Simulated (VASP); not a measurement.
Here is a VASP 6.6.1 calculation.

Contents of INCAR:

```
SYSTEM = Be5ZnSe6
ALGO = Normal ; EDIFF = 1E-6
ENCUT = 600 ; GGA = PE
GGA_COMPAT = .FALSE. ; ISIF = 2
ISMEAR = 0 ; LASPH = .TRUE.
LCHARG = .FALSE. ; LREAL = .FALSE.
LWAVE = .FALSE. ; NBANDS = 41
NELM = 120 ; PREC = Accurate
SIGMA = 0.1
```

The input KPOINTS:

```
k-points
0
G
  6 6 1
  0 0 0
```

The input POSCAR:

```
Be5ZnSe6
1.0
    3.7243555861      0.0000000029      0.0000000000
   -1.8621777956      3.2253865489      0.0000000000
    0.0000000000      0.0000000000     18.3214416842
Be Zn Se
5 1 6
Direct
    0.0000000000      0.0000000000      0.0091653861
    0.6666666667      0.3333333333      0.6573398607
    0.0000000000      0.0000000000      0.4955041692
    0.3333333333      0.6666666667      0.3333861583
    0.6666666667      0.3333333333      0.1713000551
    0.3333333333      0.6666666667      0.8358605890
    0.3333333333      0.6666666667      0.9696999480
    0.6666666667      0.3333333333      0.7790453005
    0.0000000000      0.0000000000      0.6178682984
    0.3333333333      0.6666666667      0.4557067625
    0.6666666667      0.3333333333      0.2936201553
    0.0000000000      0.0000000000      0.1315033169
```

Potentials or basis: VASP PAW PBE potentials, release 64 (Be, Zn, Se).

The run is started by

```bash
$ cat potpaw_PBE.64/Be/POTCAR potpaw_PBE.64/Zn/POTCAR potpaw_PBE.64/Se/POTCAR > POTCAR
$ mpirun -np 1 vasp_std > vasp.out
```

Task: Predict the band gap on the k mesh.

Result: 2.11 eV (least direct gap 2.81 eV).

Task: What does it give for the largest force?

Result: 0.029 eV/Å.

Task: Estimate the pressure.

Result: 0.2 GPa.

Forces in eV/Å, atoms in the order of the input:
```
Be   0.000  0.000 -0.003
Be   0.000  0.000  0.015
Be   0.000  0.000  0.012
Be   0.000  0.000  0.013
Be   0.000  0.000  0.015
Zn   0.000  0.000 -0.010
Se   0.000  0.000  0.029
Se   0.000  0.000 -0.028
Se   0.000  0.000 -0.014
Se   0.000  0.000 -0.011
Se   0.000  0.000 -0.015
Se   0.000  0.000 -0.001
```

A k mesh can miss the band edges.
